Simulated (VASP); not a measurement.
A run of VASP 6.6.1:

Contents of POSCAR:

```
Li2Se
1.0
    0.0000000000      2.9725417583      2.9725417583
    2.9725417583      0.0000000000      2.9725417583
    2.9725417583      2.9725417583      0.0000000000
Li Se
2 1
Direct
    0.2500000000      0.2500000000      0.2500000000
    0.7500000000      0.7500000000      0.7500000000
    0.0000000000      0.0000000000      0.0000000000
```

File INCAR.step1:

```
ALGO = Normal
EDIFF = 1E-5
ENCUT = 830
GGA = PE
GGA_COMPAT = False
ISMEAR = 0
LASPH = True
LCHARG = False
LREAL = False
LWAVE = True
NBANDS = 13
NELM = 120
PREC = Accurate
SIGMA = 0.05
```

File INCAR.step2:

```
ALGO = Normal
EDIFF = 1E-6
ENCUT = 830
GGA_COMPAT = False
ISIF = 2
ISMEAR = 0
ISTART = 1
LASPH = True
LCHARG = True
LELF = True
LMIXTAU = True
LREAL = False
LVHAR = True
LWAVE = False
METAGGA = R2SCAN
NBANDS = 13
NELM = 120
PREC = Accurate
SIGMA = 0.05
```

File KPOINTS:

```
k-points
0
Gamma
  8 8 8
```

Potentials or basis: VASP PAW PBE potentials, release 64 (Li_sv, Se).

The run is started by

```sh
$ cat potpaw_PBE.64/Li_sv/POTCAR potpaw_PBE.64/Se/POTCAR > POTCAR
$ cp INCAR.step1 INCAR
$ mpirun -np 1 vasp_std > vasp.out
$ cp INCAR.step2 INCAR
$ mpirun -np 1 vasp_std > vasp.out
```

Hardware: 1 thread of Intel(R) Xeon(R) Platinum 8488C (Sapphire Rapids) (shared host).

Task: How long does it take, and how much memory?

Result: Run time: 2.6 min on 1 thread of Intel(R) Xeon(R) Platinum 8488C (Sapphire Rapids), on a shared host, peak memory 0.27 GiB. Counts: k points 29.
